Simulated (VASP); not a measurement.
# BaTiO3 (P4mm) in VASP: a series of runs

Runs on BaTiO3. Level: PBE. Tasks: single point.

Program: VASP 6.6.1. These are calculated values, not measurements. Logs are shortened: lines on timing, memory, paths and dates and some standing lists are left out, and cuts for length are marked.

## 1. The cell of the first run

The structure is tetragonal, space group P4mm (No. 99). Conventional cell: a = 4.019 Å, b = 4.019 Å, c = 4.019 Å, α = 90.00°, β = 90.00°, γ = 90.00°. Ba (site symmetry 4mm) has 12 O at 2.84 Å and 8 Ti at 3.42 to 3.54 Å within 3.7 Å. Ti (site symmetry 4mm) has 6 O at 1.91 to 2.11 Å within 2.5 Å. Within 2.7 Å of O (site symmetry 2mm) lie 2 Ti at 2.01 Å. O (site symmetry 4mm) has 2 Ti at 1.91 to 2.11 Å within 2.5 Å.

## 2. Single point, PBE (atom 2 (Ti) moved -0.100 Å along Cartesian [1 0 0])

The input, INCAR:

```
SYSTEM = BaTiO3
PREC = Accurate ; ENCUT = 520
EDIFF = 1E-7 ; ISMEAR = 0
SIGMA = 0.05 ; LREAL = .FALSE.
LASPH = .TRUE. ; NELM = 80
ALGO = Normal ; ISIF = 2
LWAVE = .FALSE. ; LCHARG = .FALSE.
GGA = PE ; NBANDS = 28
```

The input, KPOINTS:

```
Automatic mesh
0
G
  8 8 8
  0 0 0
```

The input, POSCAR:

```
BaTiO3
1.0
    4.0192318613      0.0000000000      0.0000000000
    0.0000000000      4.0192318613      0.0000000000
    0.0000000000      0.0000000000      4.0192813205
Ba Ti O
1 1 3
Direct
    0.0000000000      0.0000000000      0.0000000000
    0.4751196240      0.5000000000      0.5000000000
    0.5000000000      0.5000000000      0.0000000000
    0.5000000000      0.0000000000      0.5000000000
    0.0000000000      0.5000000000      0.5000000000
```

Potentials or basis: VASP PAW PBE potentials, release 64 (Ba_sv, Ti_sv, O).

Run with:

```sh
> cat potpaw_PBE.64/Ba_sv/POTCAR potpaw_PBE.64/Ti_sv/POTCAR potpaw_PBE.64/O/POTCAR > POTCAR
> mpirun -np 1 vasp_std > vasp.out
```

OUTCAR:

```text
SYSTEM = BaTiO3
   PREC = Accurate
   ENCUT = 520
   EDIFF = 1E-7
   ISMEAR = 0
   LREAL = .FALSE.
   LASPH = .TRUE.
   NELM = 80
   ISIF = 2
   GGA = PE

 ion  position               nearest neighbor table
   1  0.000  0.000  0.000-   3 2.84   3 2.84   3 2.84   3 2.84   5 2.84   4 2.84   5 2.84   5 2.84
                             5 2.84   4 2.84   4 2.84   4 2.84   2 3.42   2 3.42   2 3.42   2 3.42
   2  0.475  0.500  0.500-   5 1.91   4 2.01   4 2.01   3 2.01   3 2.01   5 2.11   1 3.42   1 3.42
                             1 3.42   1 3.42   1 3.54   1 3.54   1 3.54   1 3.54
   3  0.500  0.500  0.000-   2 2.01   2 2.01   1 2.84   1 2.84   1 2.84   1 2.84
   4  0.500  0.000  0.500-   2 2.01   2 2.01   1 2.84   1 2.84   1 2.84   1 2.84
   5  0.000  0.500  0.500-   2 1.91   2 2.11   1 2.84   1 2.84   1 2.84   1 2.84

  LATTYP: Found a simple tetragonal cell.
 ALAT       =     4.0192318613
 C/A-ratio  =     1.0000123056

  Lattice vectors:

 A1 = (   4.0192318613,   0.0000000000,   0.0000000000)
 A2 = (   0.0000000000,   4.0192318613,   0.0000000000)
 A3 = (   0.0000000000,   0.0000000000,   4.0192813205)

Analysis of symmetry for initial positions (statically):
=====================================================================
 Subroutine PRICEL returns:
 Original cell was already a primitive cell.

 Routine SETGRP: Setting up the symmetry group for a
 simple tetragonal supercell.

 Subroutine GETGRP returns: Found  4 space group operations
 (whereof  4 operations were pure point group operations)
 out of a pool of 16 trial point group operations.

The static configuration has the point symmetry C_2v.

Analysis of symmetry for dynamics (positions and initial velocities):
=====================================================================
 Subroutine PRICEL returns:
 Original cell was already a primitive cell.

 Routine SETGRP: Setting up the symmetry group for a
 simple tetragonal supercell.

 Subroutine GETGRP returns: Found  4 space group operations
 (whereof  4 operations were pure point group operations)
 out of a pool of 16 trial point group operations.

The dynamic configuration has the point symmetry C_2v.

 Subroutine INISYM returns: Found  4 space group operations
 (whereof  4 operations are pure point group operations),
 and found     1 'primitive' translations

[... 100 lines left out ...]
   EDIFF  = 0.1E-06   stopping-criterion for ELM
   LREAL  =      F    real-space projection
   EDIFFG = 0.1E-05   stopping-criterion for IOM
   NSW    =      0    number of steps for IOM
   IBRION =     -1    ionic relax: 0-MD 1-quasi-New 2-CG
   NFREE  =      0    steps in history (QN), initial steepest desc. (CG)
   ISIF   =      2    stress and relaxation
   ISYM   =      2    0-nonsym 1-usesym 2-fastsym
   POTIM  = 0.5000    time-step for ionic-motion
   TEBEG  =    0.0;   TEEND  =   0.0 temperature during run
   PSTRESS=    0.0 pullay stress
   NELECT =      40.0000    total number of electrons
   NUPDOWN=      -1.0000    fix difference up-down
   EMIN   =  10.00;   EMAX   =-10.00  energy-range for DOS
   EFERMI =   0.00;   METHOD = LEGACY
   ISMEAR =     0;   SIGMA  =   0.05  broadening in eV -4-tet -1-fermi 0-gaus
   EFERMI_NEDOS =   21; number of points for ismear=-14 and -15
   IALGO  =     38    algorithm
   IMIX   =      4    mixing-type and parameters
     AMIX     =   0.40;   BMIX     =  1.00
     AMIX_MAG =   1.60;   BMIX_MAG =  1.00
  volume/ion in A,a.u.               =      12.99        87.63
  Fermi-wavevector in a.u.,A,eV,Ry     =   1.392996  2.632381 26.401274  1.940439
  Thomas-Fermi vector in A             =   2.516685
   LORBIT       =      0    0 simple, 1 ext, 2 COOP (PROOUT), +10 PAW based schemes
   GGA     = PE    functional components
   LHFCALC =     F    Hartree Fock is set to
   AEXX    =    0.0000 exact exchange contribution
   IVDW    =     0    specifies the selected vdW correction
   LEPSILON=     F    determine dielectric tensor
   LRPA    =     F    only Hartree local field effects (RPA)
 non-spin polarized calculation
 Gauss-broadening in eV      SIGMA  =   0.05
  energy-cutoff  :      520.00
  volume of cell :       64.93
 maximum number of plane-waves:      1775
 NGX is ok and might be reduce to    30
   NGX = 15   NGY = 15   NGZ = 15

 number of electron      39.9999979 magnetization

 Free energy of the ion-electron system (eV)
  ---------------------------------------------------
  ext. energy  EPLUGINS =         0.00000000
  ---------------------------------------------------
  free energy    TOTEN  =       -39.98256412 eV

  energy without entropy =      -39.98256412  energy(sigma->0) =      -39.98256412

 E-fermi :   3.9913     XC(G=0): -11.1911

 val. band max:        3.7673130174   @ k =   0.5000   0.5000   0.5000
 cond. band min:       5.4970439834   @ k =   0.0000   0.0000   0.0000
 fundamental gap:      1.7297309660
 Fermi energy:         3.9913058872

 k-point     1 :       0.0000    0.0000    0.0000
  band No.  band energies     occupation
      1     -52.8909      2.00000
      2     -29.1185      2.00000
      3     -29.0966      2.00000
      4     -29.0966      2.00000
      5     -21.1170      2.00000
      6     -13.1287      2.00000
[... 733 lines left out ...]
     27      11.6994      0.00000
     28      13.3095      0.00000

 [... further k-points ...]

------------------------ aborting loop because EDIFF is reached ----------------------------------------

  FORCE on cell =-STRESS in cart. coord.  units (eV):
  Direction    XX          YY          ZZ          XY          YZ          ZX
  --------------------------------------------------------------------------------------
  -------------------------------------------------------------------------------------
  Total        1.2056491      0.7595815      0.7586700      0.0000000      0.0000000      0.0000000
  in kB       29.7506860     18.7434896     18.7209961      0.0000000      0.0000000      0.0000000
  external PRESSURE =      22.4050572 kB  Pullay stress =       0.0000000 kB

 VOLUME and BASIS-vectors are now :
 -----------------------------------------------------------------------------
  energy-cutoff  :      520.00
  volume of cell :       64.93
      direct lattice vectors                 reciprocal lattice vectors
     4.019231861  0.000000000  0.000000000     0.248803760  0.000000000  0.000000000
     0.000000000  4.019231861  0.000000000     0.000000000  0.248803760  0.000000000
     0.000000000  0.000000000  4.019281321     0.000000000  0.000000000  0.248800698

 POSITION                                       TOTAL-FORCE (eV/Angst)
 -----------------------------------------------------------------------------------
      0.00000      0.00000      0.00000        -0.334882      0.000000      0.000000
      1.90962      2.00962      2.00964         0.076260      0.000000      0.000000
      2.00962      2.00962      0.00000        -0.086118      0.000000      0.000000
      2.00962      0.00000      2.00964        -0.086092      0.000000      0.000000
      0.00000      2.00962      2.00964         0.430833      0.000000      0.000000
 -----------------------------------------------------------------------------------
    total drift:                                0.000047      0.000000     -0.000000

  FREE ENERGIE OF THE ION-ELECTRON SYSTEM (eV)
  ---------------------------------------------------
  free  energy   TOTEN  =       -39.9825641223 eV

  energy  without entropy=      -39.9825641223  energy(sigma->0) =      -39.98256412
```

OSZICAR:

```text
N       E                     dE             d eps       ncg     rms          rms(c)
DAV:   1     0.434107739128E+03    0.43411E+03   -0.20841E+04  7000   0.154E+03
DAV:   2    -0.550727482288E+01   -0.43962E+03   -0.41939E+03  8016   0.428E+02
DAV:   3    -0.488138878067E+02   -0.43307E+02   -0.42917E+02  9848   0.133E+02
DAV:   4    -0.508854390351E+02   -0.20716E+01   -0.20671E+01 10572   0.246E+01
DAV:   5    -0.509505473117E+02   -0.65108E-01   -0.65094E-01  9404   0.334E+00    0.228E+01
DAV:   6    -0.401956081187E+02    0.10755E+02   -0.57798E+01  9836   0.661E+01    0.992E+00
DAV:   7    -0.401606428156E+02    0.34965E-01   -0.10603E+01  9240   0.235E+01    0.666E+00
DAV:   8    -0.399817739385E+02    0.17887E+00   -0.62987E-01  8632   0.691E+00    0.357E+00
DAV:   9    -0.400135849188E+02   -0.31811E-01   -0.39441E-01 10000   0.543E+00    0.165E+00
DAV:  10    -0.399867069252E+02    0.26878E-01   -0.16587E-01  8308   0.410E+00    0.552E-01
DAV:  11    -0.399826142441E+02    0.40927E-02   -0.16748E-02  8424   0.788E-01    0.157E-01
DAV:  12    -0.399825913788E+02    0.22865E-04   -0.10701E-03  8344   0.251E-01    0.469E-02
DAV:  13    -0.399825608791E+02    0.30500E-04   -0.22863E-04  8516   0.151E-01    0.204E-02
DAV:  14    -0.399825668086E+02   -0.59295E-05   -0.53045E-05  9912   0.499E-02    0.162E-02
DAV:  15    -0.399825648417E+02    0.19669E-05   -0.24614E-05  9344   0.478E-02    0.936E-03
DAV:  16    -0.399825641425E+02    0.69928E-06   -0.29216E-06  8396   0.174E-02    0.640E-04
DAV:  17    -0.399825641223E+02    0.20157E-07   -0.15570E-07  6808   0.327E-03
   1 F= -.39982564E+02 E0= -.39982564E+02  d E =-.124056E-12
```

stdout:

```text
POSCAR found type information on POSCAR BaTiO
 POSCAR found :  3 types and       5 ions
 scaLAPACK will be used
 LDA part: xc-table for (Slater+PW92), standard interpolation
 POSCAR, INCAR and KPOINTS ok, starting setup
 FFT: planning ... GRIDC
 FFT: planning ... GRID_SOFT
 FFT: planning ... GRID
 WAVECAR not read
 entering main loop
```

Wall time 99 s (1 thread of AMD EPYC 9R45 (Zen 5), shared host); peak memory 0.31 GiB.

What came out:

| Item | Value |
| --- | --- |
| Free energy | -39.9826 eV |
| Pressure | 2.2 GPa |
| Largest force | 0.431 eV/Å |
| Band gap on the k mesh | 1.73 eV (least direct gap 2.00 eV) |

Forces on the atoms (eV/Å):
```
Ba  -0.335  0.000  0.000
Ti   0.076  0.000  0.000
O   -0.086  0.000  0.000
O   -0.086  0.000  0.000
O    0.431  0.000  0.000
```

Levels at points of the mesh, in eV from the valence-band top:
| k point | band 17 | band 18 | band 19 | band 20 | band 21 | band 22 | band 23 | band 24 |
| --- | --- | --- | --- | --- | --- | --- | --- | --- |
| (0.00, 0.00, 0.00) | -1.10 | -0.28 | -0.27 | -0.27 | 1.73 | 1.90 | 1.90 | 3.86 |
| (0.50, 0.00, 0.00) | -1.91 | -1.91 | -0.72 | -0.72 | 1.89 | 3.49 | 3.49 | 3.86 |
| (0.00, 0.50, 0.00) | -1.81 | -1.69 | -0.90 | -0.81 | 2.05 | 3.42 | 3.45 | 3.93 |
| (0.50, 0.50, 0.00) | -1.73 | -0.89 | -0.88 | -0.15 | 3.43 | 3.50 | 3.86 | 4.69 |
| (0.00, 0.00, 0.50) | -1.81 | -1.69 | -0.90 | -0.81 | 2.05 | 3.42 | 3.45 | 3.93 |
| (0.50, 0.00, 0.50) | -1.73 | -0.89 | -0.88 | -0.15 | 3.43 | 3.50 | 3.86 | 4.69 |
| (0.00, 0.50, 0.50) | -1.77 | -1.00 | -1.00 | -0.09 | 3.46 | 3.46 | 3.83 | 4.65 |
| (0.50, 0.50, 0.50) | -2.40 | -0.06 | -0.06 | 0.00 | 4.07 | 4.08 | 4.08 | 6.49 |

Caveat: the cell differs from its parent crystal (atom 2 (Ti) moved -0.100 Å along Cartesian [1 0 0]); spin-orbit coupling is left out, which moves the levels of the heavy elements. A k mesh can miss the band edges.

## 3. Single point, PBE (atom 2 (Ti) moved +0.067 Å along Cartesian [1 0 0])

The input, INCAR:

```
SYSTEM = BaTiO3
PREC = Accurate ; ENCUT = 520
EDIFF = 1E-6 ; ISMEAR = 0
SIGMA = 0.05 ; LREAL = .False.
LASPH = .True. ; NELM = 60
ALGO = Normal ; ISIF = 2
LWAVE = .False. ; LCHARG = .False.
GGA = PE ; NBANDS = 28
```

The input, KPOINTS:

```
Automatic mesh
0
Gamma
  8 8 8
  0 0 0
```

Changes to POSCAR since step 2:

```diff
@@ -9,3 +9,3 @@
     0.0000000000      0.0000000000      0.0000000000
-    0.4751196240      0.5000000000      0.5000000000
+    0.5165952108      0.5000000000      0.5000000000
     0.5000000000      0.5000000000      0.0000000000
```

Potentials or basis: VASP PAW PBE potentials, release 64 (Ba_sv, Ti_sv, O).

Run with:

```sh
> cat potpaw_PBE.64/Ba_sv/POTCAR potpaw_PBE.64/Ti_sv/POTCAR potpaw_PBE.64/O/POTCAR > POTCAR
> mpirun -np 1 vasp_std > vasp.out
```

Run time: 1.8 min. Hardware: 1 thread of AMD EPYC 9R45 (Zen 5), shared host; peak memory 0.31 GiB.

The run converged. Its results:

| Item | Value |
| --- | --- |
| Free energy | -39.9833 eV |
| Pressure | 1.9 GPa |
| Largest force | 0.341 eV/Å |
| Band gap on the k mesh | 1.72 eV (least direct gap 1.94 eV) |

Forces in eV/Å, atoms in the order of the input:
```
Ba   0.223  0.000  0.000
Ti   0.017  0.000  0.000
O    0.051  0.000  0.000
O    0.051  0.000  0.000
O   -0.341  0.000  0.000
```

Stress tensor (GPa, compression positive):
```
2.26 0.00 0.00
0.00 1.78 0.00
0.00 0.00 1.78
```

Levels at points of the mesh, in eV from the valence-band top:
```
           k point  band 16  band 17  band 18  band 19  band 20  band 21  band 22  band 23  band 24  band 25
(0.00, 0.00, 0.00)    -1.12    -1.08    -0.21    -0.21    -0.21     1.72     1.81     1.81     3.84     3.88
(0.50, 0.00, 0.00)    -1.90    -1.86    -1.86    -0.72    -0.72     1.88     3.45     3.45     3.84     5.84
(0.00, 0.50, 0.00)    -1.92    -1.81    -1.74    -0.80    -0.76     1.96     3.42     3.43     3.87     5.79
(0.50, 0.50, 0.00)    -2.65    -1.73    -0.88    -0.88    -0.12     3.43     3.46     3.85     4.67     7.52
(0.00, 0.00, 0.50)    -1.92    -1.81    -1.74    -0.80    -0.76     1.96     3.42     3.43     3.87     5.79
(0.50, 0.00, 0.50)    -2.64    -1.73    -0.88    -0.88    -0.12     3.43     3.46     3.85     4.67     7.52
(0.00, 0.50, 0.50)    -2.64    -1.74    -0.93    -0.93    -0.09     3.44     3.44     3.84     4.65     7.51
(0.50, 0.50, 0.50)    -2.43    -2.41    -0.03    -0.03     0.00     4.08     4.08     4.08     6.58     6.66
```

Caveat: the cell differs from its parent crystal (atom 2 (Ti) moved +0.067 Å along Cartesian [1 0 0]); spin-orbit coupling is left out, which moves the levels of the heavy elements. A k mesh can miss the band edges.

## 4. Single point, PBE (atom 2 (Ti) moved -0.033 Å along Cartesian [1 0 0])

The input, INCAR:

```
SYSTEM = BaTiO3
ALGO = Normal
EDIFF = 1E-6
ENCUT = 520
GGA = PE
ISIF = 2
ISMEAR = 0
LASPH = .TRUE.
LCHARG = .FALSE.
LREAL = .FALSE.
LWAVE = .FALSE.
NBANDS = 28
NELM = 80
PREC = Accurate
SIGMA = 0.05
```

The input, KPOINTS:

```
k-points
0
G
  8 8 8
  0 0 0
```

Changes to POSCAR since step 3:

```diff
@@ -9,3 +9,3 @@
     0.0000000000      0.0000000000      0.0000000000
-    0.5165952108      0.5000000000      0.5000000000
+    0.4917148348      0.5000000000      0.5000000000
     0.5000000000      0.5000000000      0.0000000000
```

Run with:

```sh
> cat potpaw_PBE.64/Ba_sv/POTCAR potpaw_PBE.64/Ti_sv/POTCAR potpaw_PBE.64/O/POTCAR > POTCAR
> mpirun -np 1 vasp_std > vasp.out
```

It took 91 s on 1 thread of AMD EPYC 9R45 (Zen 5), shared host; peak memory 0.31 GiB.

The run converged. Its results:

```yaml
Free_energy: -39.9823 eV
Pressure: 1.8 GPa
Largest_force: 0.187 eV/Å
Band_gap_on_the_k_mesh: 1.72 eV (least direct gap 1.89 eV)
```

Forces on the atoms (eV/Å):
```
Ba  -0.111  0.000  0.000
Ti  -0.030  0.000  0.000
O   -0.023  0.000  0.000
O   -0.023  0.000  0.000
O    0.187  0.000  0.000
```

Stress tensor (GPa, compression positive):
```
1.85 0.00 0.00
0.00 1.74 0.00
0.00 0.00 1.73
```

Levels at points of the mesh, in eV from the valence-band top:
```
           k point  band 17  band 18  band 19  band 20  band 21  band 22  band 23  band 24
(0.00, 0.00, 0.00)    -1.07    -0.17    -0.17    -0.17     1.72     1.74     1.74     3.82
(0.50, 0.00, 0.00)    -1.82    -1.82    -0.71    -0.71     1.88     3.43     3.43     3.83
(0.00, 0.50, 0.00)    -1.81    -1.78    -0.74    -0.73     1.89     3.42     3.43     3.84
(0.50, 0.50, 0.00)    -1.72    -0.88    -0.88    -0.10     3.43     3.44     3.84     4.66
(0.00, 0.00, 0.50)    -1.81    -1.78    -0.74    -0.73     1.89     3.42     3.43     3.84
(0.50, 0.00, 0.50)    -1.72    -0.88    -0.88    -0.10     3.43     3.44     3.84     4.66
(0.00, 0.50, 0.50)    -1.73    -0.89    -0.89    -0.09     3.43     3.43     3.84     4.65
(0.50, 0.50, 0.50)    -2.41    -0.01    -0.01     0.00     4.08     4.08     4.08     6.65
```

Caveat: the cell differs from its parent crystal (atom 2 (Ti) moved -0.033 Å along Cartesian [1 0 0]); spin-orbit coupling is left out, which moves the levels of the heavy elements.

(Part 1 of 2 ends here.)
